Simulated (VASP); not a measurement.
# Li3SeF (P6/mmm) in VASP: relaxation of cell and atoms with PBE

Aim: the relaxation of cell and atoms of Li3SeF with PBE.

Program: VASP 6.6.1. These are calculated values, not measurements. Logs are shortened: lines on timing, memory, paths and dates and some standing lists are left out, and cuts for length are marked.

## (1) The cell of the first run

Symmetry: P6/mmm, No. 191, hexagonal system. The conventional cell has a = 5.019 Å, b = 5.019 Å, c = 4.802 Å, α = 90.00°, β = 90.00°, γ = 120.00°. Within 3.3 Å of Li (site symmetry mmm) lie 4 Li at 2.51 Å and 2 F at 2.51 Å. Within 3.2 Å of Se (site symmetry 6/mmm) lie 2 F at 2.40 Å. Within 3.2 Å of F (site symmetry 6/mmm) lie 2 Se at 2.40 Å and 6 Li at 2.51 Å.

The cell was built from a structure type or drawn by symmetry, and may not be a known phase.

## (2) Relaxation of cell and atoms, PBE

The input, INCAR:

```
SYSTEM = Li3SeF
PREC = Accurate
ENCUT = 600
EDIFF = 1E-6
ISMEAR = 0
SIGMA = 0.1
LREAL = .False.
LASPH = .True.
NELM = 100
ALGO = Normal
ISIF = 3
LWAVE = .False.
LCHARG = .False.
GGA = PE
IBRION = 2
NSW = 100
EDIFFG = -0.01
```

The input, KPOINTS:

```
regular mesh
0
Gamma
  12 12 8
  0 0 0
```

The input, POSCAR:

```
Li3SeF
1.0
    5.0185297533      0.0000000000      0.0000000000
   -2.5092648767      4.3461742560      0.0000000000
    0.0000000000      0.0000000000      4.8023834419
Li Se F
3 1 1
Direct
    0.5000000000      0.0000000000      0.0000000000
    0.0000000000      0.5000000000      0.0000000000
    0.5000000000      0.5000000000      0.0000000000
    0.0000000000      0.0000000000      0.5000000000
    0.0000000000      0.0000000000      0.0000000000
```

Potentials or basis: VASP PAW PBE potentials, release 64 (Li_sv, Se, F).

Command:

```
cat potpaw_PBE.64/Li_sv/POTCAR potpaw_PBE.64/Se/POTCAR potpaw_PBE.64/F/POTCAR > POTCAR
mpirun -np 1 vasp_std > vasp.out
```

OUTCAR:

```text
SYSTEM = Li3SeF
   PREC = Accurate
   ENCUT = 600
   EDIFF = 1E-6
   ISMEAR = 0
   LREAL = .False.
   LASPH = .True.
   NELM = 100
   ISIF = 3
   GGA = PE
   IBRION = 2
   NSW = 100
   EDIFFG = -0.01

 ion  position               nearest neighbor table
   1  0.500  0.000  0.000-   2 2.51   2 2.51   3 2.51   3 2.51
   2  0.000  0.500  0.000-   1 2.51   1 2.51   3 2.51   3 2.51
   3  0.500  0.500  0.000-   2 2.51   2 2.51   1 2.51   1 2.51
   4  0.000  0.000  0.500-
   5  0.000  0.000  0.000-

  LATTYP: Found a hexagonal cell.
 ALAT       =     5.0185297533
 C/A-ratio  =     0.9569303517

  Lattice vectors:

 A1 = (   5.0185297533,   0.0000000000,   0.0000000000)
 A2 = (  -2.5092648767,   4.3461742560,   0.0000000000)
 A3 = (   0.0000000000,   0.0000000000,   4.8023834419)

Analysis of symmetry for initial positions (statically):
=====================================================================
 Subroutine PRICEL returns:
 Original cell was already a primitive cell.

 Routine SETGRP: Setting up the symmetry group for a
 hexagonal supercell.

 Subroutine GETGRP returns: Found 24 space group operations
 (whereof 24 operations were pure point group operations)
 out of a pool of 24 trial point group operations.

The static configuration has the point symmetry D_6h.

Analysis of symmetry for dynamics (positions and initial velocities):
=====================================================================
 Subroutine PRICEL returns:
 Original cell was already a primitive cell.

 Routine SETGRP: Setting up the symmetry group for a
 hexagonal supercell.

 Subroutine GETGRP returns: Found 24 space group operations
 (whereof 24 operations were pure point group operations)
 out of a pool of 24 trial point group operations.

The dynamic configuration has the point symmetry D_6h.

 Subroutine INISYM returns: Found 24 space group operations
 (whereof 24 operations are pure point group operations),
 and found     1 'primitive' translations

----------------------------------------------------------------------------------------

                                     Primitive cell

  volume of cell :     104.7467

  direct lattice vectors                    reciprocal lattice vectors
     5.018529753  0.000000000  0.000000000     0.199261547  0.115043708  0.000000000
    -2.509264877  4.346174256  0.000000000     0.000000000  0.230087415  0.000000000
     0.000000000  0.000000000  4.802383442     0.000000000  0.000000000  0.208229937

  length of vectors
     5.018529753  5.018529753  4.802383442     0.230087415  0.230087415  0.208229937

  position of ions in fractional coordinates (direct lattice)
     0.500000000  0.000000000  0.000000000
     0.000000000  0.500000000  0.000000000
     0.500000000  0.500000000  0.000000000
     0.000000000  0.000000000  0.500000000
     0.000000000  0.000000000  0.000000000

  ion indices of the primitive-cell ions
   primitive index   ion index
                 1           1
                 2           2
                 3           3
                 4           4
                 5           5

----------------------------------------------------------------------------------------

 KPOINTS: regular mesh

Automatic generation of k-mesh.
 Grid dimensions read from file:
 generate k-points for:   12   12    8

 Generating k-lattice:

  Cartesian coordinates                     Fractional coordinates (reciprocal lattice)
     0.016605129  0.009586976  0.000000000     0.083333333  0.000000000  0.000000000
     0.000000000  0.019173951  0.000000000     0.000000000  0.083333333  0.000000000
     0.000000000  0.000000000  0.026028742     0.000000000  0.000000000  0.125000000

  Length of vectors
     0.019173951  0.019173951  0.026028742

  Shift w.r.t. Gamma in fractional coordinates (k-lattice)
     0.000000000  0.000000000  0.000000000

 Subroutine IBZKPT returns following result:
 ===========================================

 Found     95 irreducible k-points:

 Following reciprocal coordinates:
            Coordinates               Weight
  0.000000  0.000000  0.000000      1.000000
  0.083333 -0.000000  0.000000      6.000000
  0.166667  0.000000  0.000000      6.000000
  0.250000 -0.000000  0.000000      6.000000
  0.333333 -0.000000  0.000000      6.000000
  0.416667  0.000000  0.000000      6.000000
[... 16 lines left out ...]
  0.250000 -0.000000  0.125000     12.000000
  0.333333 -0.000000  0.125000     12.000000
 [... further k-points ...]
   k-points           NKPTS =     95   k-points in BZ     NKDIM =     95   number of bands    NBANDS=     15
   number of dos      NEDOS =    301   number of ions     NIONS =      5
   total plane-waves  NPLWV =  64000
   dimension x,y,z NGX =    40 NGY =   40 NGZ =   40
   dimension x,y,z NGXF=    80 NGYF=   80 NGZF=   80
   ions per type =               3   1   1
   NGX,Y,Z   is equivalent  to a cutoff of  13.25, 13.25, 13.85 a.u.
   NGXF,Y,Z  is equivalent  to a cutoff of  26.50, 26.50, 27.69 a.u.
 SYSTEM =  Li3SeF
   PREC   = accura    normal or accurate (medium, high low for compatibility)
   ISTART =      0    job   : 0-new  1-cont  2-samecut
   ICHARG =      2    charge: 1-file 2-atom 10-const
   ISPIN  =      1    spin polarized calculation?
   LNONCOLLINEAR =      F non collinear calculations
   LSORBIT =      F    spin-orbit coupling
   LASPH  =      T    aspherical Exc in radial PAW
   ENCUT  =  600.0 eV  44.10 Ry    6.64 a.u.  10.02 10.02  9.59*2*pi/ulx,y,z
   NELM   =    100;   NELMIN=  2; NELMDL= -5     # of ELM steps
   EDIFF  = 0.1E-05   stopping-criterion for ELM
   LREAL  =      F    real-space projection
   EDIFFG = -.1E-01   stopping-criterion for IOM
   NSW    =    100    number of steps for IOM
   IBRION =      2    ionic relax: 0-MD 1-quasi-New 2-CG
   NFREE  =      1    steps in history (QN), initial steepest desc. (CG)
   ISIF   =      3    stress and relaxation
   ISYM   =      2    0-nonsym 1-usesym 2-fastsym
   POTIM  = 0.5000    time-step for ionic-motion
   TEBEG  =    0.0;   TEEND  =   0.0 temperature during run
   PSTRESS=    0.0 pullay stress
   NELECT =      22.0000    total number of electrons
   NUPDOWN=      -1.0000    fix difference up-down
   EMIN   =  10.00;   EMAX   =-10.00  energy-range for DOS
   EFERMI =   0.00;   METHOD = LEGACY
   ISMEAR =     0;   SIGMA  =   0.10  broadening in eV -4-tet -1-fermi 0-gaus
   EFERMI_NEDOS =   21; number of points for ismear=-14 and -15
   IALGO  =     38    algorithm
   IMIX   =      4    mixing-type and parameters
     AMIX     =   0.40;   BMIX     =  1.00
     AMIX_MAG =   1.60;   BMIX_MAG =  1.00
  volume/ion in A,a.u.               =      20.95       141.37
  Fermi-wavevector in a.u.,A,eV,Ry     =   0.973126  1.838941 12.884356  0.946973
  Thomas-Fermi vector in A             =   2.103480
   LORBIT       =      0    0 simple, 1 ext, 2 COOP (PROOUT), +10 PAW based schemes
   GGA     = PE    functional components
   LHFCALC =     F    Hartree Fock is set to
   AEXX    =    0.0000 exact exchange contribution
   IVDW    =     0    specifies the selected vdW correction
   LEPSILON=     F    determine dielectric tensor
   LRPA    =     F    only Hartree local field effects (RPA)
 conjugate gradient relaxation of ions
 non-spin polarized calculation
 Gauss-broadening in eV      SIGMA  =   0.10
  energy-cutoff  :      600.00
  volume of cell :      104.75
 maximum number of plane-waves:      3516
   NGX = 21   NGY = 21   NGZ = 19

--------------------------------------- Ionic step        1  -------------------------------------------

 number of electron      21.9999992 magnetization

 Free energy of the ion-electron system (eV)
  ---------------------------------------------------
  ext. energy  EPLUGINS =         0.00000000
  ---------------------------------------------------
  free energy    TOTEN  =       -12.80370205 eV

  energy without entropy =      -12.78842768  energy(sigma->0) =      -12.79606486

------------------------ aborting loop because EDIFF is reached ----------------------------------------

  FORCE on cell =-STRESS in cart. coord.  units (eV):
  Direction    XX          YY          ZZ          XY          YZ          ZX
  --------------------------------------------------------------------------------------
  -------------------------------------------------------------------------------------
  Total        0.0813736      0.0813736     -0.6174730     -0.0000000     -0.0000000      0.0000000
  in kB        1.2446677      1.2446677     -9.4446979     -0.0000000     -0.0000000      0.0000000
  external PRESSURE =      -2.3184542 kB  Pullay stress =       0.0000000 kB
[... 258 lines left out ...]
  energy  without entropy=      -12.7995106714  energy(sigma->0) =      -12.80577315

--------------------------------------- Ionic step        8  -------------------------------------------

 number of electron      21.9999987 magnetization

 Free energy of the ion-electron system (eV)
  ---------------------------------------------------
  ext. energy  EPLUGINS =         0.00000000
  ---------------------------------------------------
  free energy    TOTEN  =       -12.81236549 eV

  energy without entropy =      -12.79958197  energy(sigma->0) =      -12.80597373

 E-fermi :   1.4999     XC(G=0):  -7.4507

 val. band max:        1.4960463489   @ k =   0.0833  -0.0000   0.2500
 cond. band min:       1.5123855537   @ k =   0.1667   0.1667   0.0000
 fundamental gap:      0.0163392048
 Fermi energy:         1.4998528779

 k-point     1 :       0.0000    0.0000    0.0000
  band No.  band energies     occupation
      1     -46.8286      2.00000
      2     -46.7684      2.00000
      3     -46.7684      2.00000
      4     -22.9112      2.00000
      5     -10.7194      2.00000
      6      -5.8831      2.00000
      7      -4.7886      2.00000
      8      -4.7886      2.00000
      9       0.0250      2.00000
     10       0.1274      2.00000
     11       0.1274      2.00000
     12       1.7031      0.00405
     13       2.0049      0.00000
     14       5.3124      0.00000
     15       6.0649      0.00000
[... 397 lines left out ...]
 k-point    24 :       0.3333   -0.0000    0.1250
  band No.  band energies     occupation
      1     -46.8160      2.00000
      2     -46.7812      2.00000
      3     -46.7685      2.00000
      4     -22.9107      2.00000
      5     -10.7777      2.00000
      6      -5.5967      2.00000
      7      -4.8272      2.00000
      8      -4.7573      2.00000
      9      -0.9490      2.00000
     10      -0.0699      2.00000
     11       0.9774      2.00000
     12       1.7181      0.00202
     13       2.3282      0.00000
     14       4.2381      0.00000
     15       5.3857      0.00000

 [... further k-points ...]

------------------------ aborting loop because EDIFF is reached ----------------------------------------

  FORCE on cell =-STRESS in cart. coord.  units (eV):
  Direction    XX          YY          ZZ          XY          YZ          ZX
  --------------------------------------------------------------------------------------
  -------------------------------------------------------------------------------------
  Total        0.0042304      0.0042304      0.0215567     -0.0000000      0.0000000     -0.0000000
  in kB        0.0644215      0.0644215      0.3282725     -0.0000000      0.0000000     -0.0000000
  external PRESSURE =       0.1523718 kB  Pullay stress =       0.0000000 kB
[... 20 lines left out ...]
  FREE ENERGIE OF THE ION-ELECTRON SYSTEM (eV)
  ---------------------------------------------------
  free  energy   TOTEN  =       -12.8123654865 eV

  energy  without entropy=      -12.7995819690  energy(sigma->0) =      -12.80597373

 reached required accuracy - stopping structural energy minimisation
```

Run time: 5.4 min. Hardware: 1 thread of Intel Xeon 6975P-C (Granite Rapids), shared host; peak memory 0.38 GiB.

What came out:

| Property | Result |
| --- | --- |
| Free energy | -12.8124 eV |
| Relaxed volume | 21.04 Å³/atom |
| Relaxed cell | a = 5.090 Å, b = 5.090 Å, c = 4.689 Å, α = 90.00°, β = 90.00°, γ = 120.00° |
| Space group after relaxing (to 0.1 Å) | P6/mmm (No. 191) |
| Energy gained by relaxing | 1.7 meV/atom |
| Ionic steps | 8 |
| Pressure after relaxing | 0.0 GPa |
| Band gap on the k mesh | zero (bands 11 and 12 overlap by 0.66 eV) |

The path:
| step | energy change (eV) | largest force (eV/Å) | pressure (GPa) | volume (Å³) |
| --- | --- | --- | --- | --- |
| 1 | 0.0000 | 0.0000 | -0.23 | 104.75 |
| 2 | -0.0033 | 0.0000 | -0.09 | 104.29 |
| 3 | -0.0063 | 0.0000 | 0.22 | 103.34 |
| 4 | -0.0064 | 0.0000 | 0.25 | 103.25 |
| 5 | -0.0075 | 0.0000 | 0.17 | 103.79 |
| 6 | -0.0084 | 0.0000 | 0.09 | 104.50 |
| 7 | -0.0083 | 0.0000 | -0.06 | 105.93 |
| 8 | -0.0087 | 0.0000 | 0.02 | 105.21 |

Final structure:
```xyz
5
Lattice="5.0902 0.0000 0.0000 -2.5451 4.4082 0.0000 0.0000 0.0000 4.6888" Properties=species:S:1:pos:R:3 pbc="T T T"
Li    2.5451    0.0000    0.0000
Li   -1.2725    2.2041    4.6888
Li    1.2725    2.2041    4.6888
Se    0.0000    0.0000    2.3444
F     0.0000    0.0000    4.6888
```

Caveat: the cutoff is under 1.25 times the usual one of these potentials, so pressure, stress and relaxed cells hold a basis-set (Pulay) error.
